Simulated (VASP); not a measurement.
A run of VASP 6.6.1:

File INCAR:

```
SYSTEM = WS3
ALGO = Fast ; EDIFF = 1E-6
EDIFFG = -0.001 ; ENCUT = 600
GGA = PE ; IBRION = 2
ISIF = 3 ; ISMEAR = 0
LASPH = .True. ; LCHARG = .False.
LREAL = .False. ; LWAVE = .False.
NELM = 100 ; NSW = 80
PREC = Accurate ; SIGMA = 0.1
```

File KPOINTS:

```
k-points
0
Gamma
  6 6 6
  0 0 0
```

File POSCAR:

```
WS3
1.0
    6.3682761939      0.0000000000      0.0000000000
    0.0000000000      6.3682761939      0.0000000000
    0.0000000000      0.0000000000      6.5673144045
W S
2 6
Direct
    0.5000000000      0.0000000000      0.9106174692
    0.0000000000      0.5000000000      0.0893825308
    0.2500000000      0.7500000000      0.0000000000
    0.7500000000      0.7500000000      0.0000000000
    0.7500000000      0.2500000000      0.0000000000
    0.2500000000      0.2500000000      0.0000000000
    0.5000000000      0.0000000000      0.5866559702
    0.0000000000      0.5000000000      0.4133440298
```

Potentials or basis: VASP PAW PBE potentials, release 64 (W_sv, S).

Command:

```sh
$ cat potpaw_PBE.64/W_sv/POTCAR potpaw_PBE.64/S/POTCAR > POTCAR
$ mpirun -np 1 vasp_std > vasp.out
```

Hardware: 1 thread of Oxide Virtual Turin-like Processor, on a shared host.

Q: How long does it take, and how much memory?

A: It took 80 min on 1 thread of Oxide Virtual Turin-like Processor (shared host), peak memory 0.66 GiB. Counts: scf iterations 78, k points 40, ion steps 22.
